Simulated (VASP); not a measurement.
Input of a VASP 6.6.1 run:

INCAR

```
SYSTEM = NaCl
PREC = Accurate
ENCUT = 520
EDIFF = 1E-7
ISMEAR = 0
SIGMA = 0.01
LREAL = .False.
LASPH = .True.
NELM = 80
ALGO = Normal
ISIF = 2
LWAVE = .False.
LCHARG = .False.
GGA = CA
IBRION = 2
NSW = 50
EDIFFG = -0.002
```

KPOINTS

```
regular mesh
0
Gamma
  8 8 8
  0 0 0
```

POSCAR

```
NaCl
1.0
    0.0136609680      2.7390240913      2.7390240913
    2.7390240913      0.0136609680      2.7390240913
    2.7390240913      2.7390240913      0.0136609680
Na Cl
1 1
Direct
    0.0000000000      0.0000000000      0.0000000000
    0.5000000000      0.5000000000      0.5000000000
```

Potentials or basis: VASP PAW LDA potentials, release 64 (Na_pv, Cl).

Launch:

```console
$ cat potpaw_LDA.64/Na_pv/POTCAR potpaw_LDA.64/Cl/POTCAR > POTCAR
$ mpirun -np 1 vasp_std > vasp.out
```

(1) Predict the band gap on the k mesh.

Results:

(1) 5.07 eV, direct.

Caveat: the cell differs from its parent crystal (equal xy, yz and zx engineering shears of +0.5 %); the relaxation stopped at its first step, so nothing moved.
